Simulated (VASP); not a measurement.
Set up this calculation in VASP 6.6.1, as the native input.

- Task: single point
- Functional: r2SCAN
- Potentials or basis: VASP PAW PBE potentials, release 64 (Pb_d, S)
- Cutoff: 520 eV
- k mesh: 7 × 7 × 6
- Occupations: fermi-dirac, width 0.05 eV
- Spin: no spin polarisation
- Dipole correction: no
- Further INCAR settings: ALGO = Normal; EDIFF = 1e-07; NBANDS = 28

The system is PbS.

```
CELL_PARAMETERS angstrom
2.03749 -5.86899 0.00000
2.03749 5.86899 0.00000
0.00000 0.00000 4.19196
ATOMIC_POSITIONS crystal
Pb 0.13056 0.86944 0.25000
Pb 0.86944 0.13056 0.75000
S 0.35480 0.64520 0.25000
S 0.64520 0.35480 0.75000
```

These files were run (other wordings do the same):

POSCAR

```
PbS
1.0
    2.0374927668     -5.8689911821      0.0000000000
    2.0374927668      5.8689911821      0.0000000000
    0.0000000000      0.0000000000      4.1919633476
Pb S
2 2
Direct
    0.1305633500      0.8694366500      0.2500000000
    0.8694366500      0.1305633500      0.7500000000
    0.3547970900      0.6452029100      0.2500000000
    0.6452029100      0.3547970900      0.7500000000
```

INCAR.step1

```
SYSTEM = PbS
PREC = Accurate ; ENCUT = 520
ISMEAR = -1 ; SIGMA = 0.05
LREAL = .False. ; LASPH = .True.
NELM = 80 ; NBANDS = 28
GGA = PE ; ALGO = Normal
EDIFF = 1E-4 ; LWAVE = .True.
LCHARG = .False.
```

INCAR.step2

```
SYSTEM = PbS
PREC = Accurate ; ENCUT = 520
EDIFF = 1E-7 ; ISMEAR = -1
SIGMA = 0.05 ; LREAL = .False.
LASPH = .True. ; NELM = 80
ALGO = Normal ; ISIF = 2
LWAVE = .False. ; LCHARG = .False.
METAGGA = R2SCAN ; LMIXTAU = .True.
NBANDS = 28 ; ISTART = 1
```

KPOINTS

```
Automatic mesh
0
Gamma
  7 7 6
  0 0 0
```

Potentials or basis: VASP PAW PBE potentials, release 64 (Pb_d, S).

Run with:

```console
$ cat potpaw_PBE.64/Pb_d/POTCAR potpaw_PBE.64/S/POTCAR > POTCAR
$ cp INCAR.step1 INCAR
$ mpirun -np 1 vasp_std > vasp.out
$ cp INCAR.step2 INCAR
$ mpirun -np 1 vasp_std > vasp.out
```

Results of the run:

| Property | Result |
| --- | --- |
| Pressure | 3.9 GPa |
| Largest force | 0.412 eV/Å |
| Band gap on the k mesh | 1.38 eV (least direct gap 1.75 eV) |

Caveat: the cell stands under pressure; the PAW data sets were made with another functional, which shifts forces and pressure a little; spin-orbit coupling is left out, which moves the levels of the heavy elements; an odd mesh through Γ misses points on the zone boundary, where band edges can lie.

Run time: 5.2 min on 1 thread of Intel(R) Xeon(R) 6975P-C (Granite Rapids) (shared host), peak memory 0.38 GiB.
